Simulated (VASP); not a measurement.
Write the native input for VASP 6.6.1 that does the following.

```
Task                   : single point
Functional             : LDA
Potentials or basis    : VASP PAW LDA potentials, release 64 (Li_sv, Ag)
Cutoff                 : 520 eV
k mesh                 : 4 × 4 × 5
Occupations            : gaussian, width 0.15 eV
Spin                   : no spin polarisation
Dipole correction      : no
Further INCAR settings : ALGO = Normal; EDIFF = 1e-06; NBANDS = 46
```

The structure of LiAg3 lies in POSCAR:

```
LiAg3
1.0
    5.7408850000      0.0000000000      0.0000000000
   -2.8704430000      4.9717530000      0.0000000000
    0.0000000000      0.0000000000      4.6583720000
Li Ag
2 6
Direct
    0.3333333333      0.6666666667      0.7500000000
    0.6666666667      0.3333333333      0.2500000000
    0.1680730000      0.3361470000      0.2500000000
    0.1680730000      0.8319270000      0.2500000000
    0.6638530000      0.8319270000      0.2500000000
    0.8319270000      0.6638530000      0.7500000000
    0.8319270000      0.1680730000      0.7500000000
    0.3361470000      0.1680730000      0.7500000000
```

These files were run (other wordings do the same):

INCAR

```
ALGO = Normal
EDIFF = 1E-6
ENCUT = 520
GGA = CA
ISIF = 2
ISMEAR = 0
LASPH = T
LCHARG = F
LREAL = F
LWAVE = F
NBANDS = 46
NELM = 80
PREC = Accurate
SIGMA = 0.15
```

KPOINTS

```
k-points
0
Gamma
  4 4 5
```

Potentials or basis: VASP PAW LDA potentials, release 64 (Li_sv, Ag).

Run with:

```bash
$ cat potpaw_LDA.64/Li_sv/POTCAR potpaw_LDA.64/Ag/POTCAR > POTCAR
$ mpirun -np 1 vasp_std > vasp.out
```

Results of the run:

| Property | Result |
| --- | --- |
| Largest force | 0.007 eV/Å |
| Band gap on the k mesh | zero (bands 36 and 37 overlap by 2.19 eV) |

Wall time 47 s on 1 thread of Intel(R) Xeon(R) Platinum 8488C (Sapphire Rapids), on a shared host, peak memory 0.24 GiB.
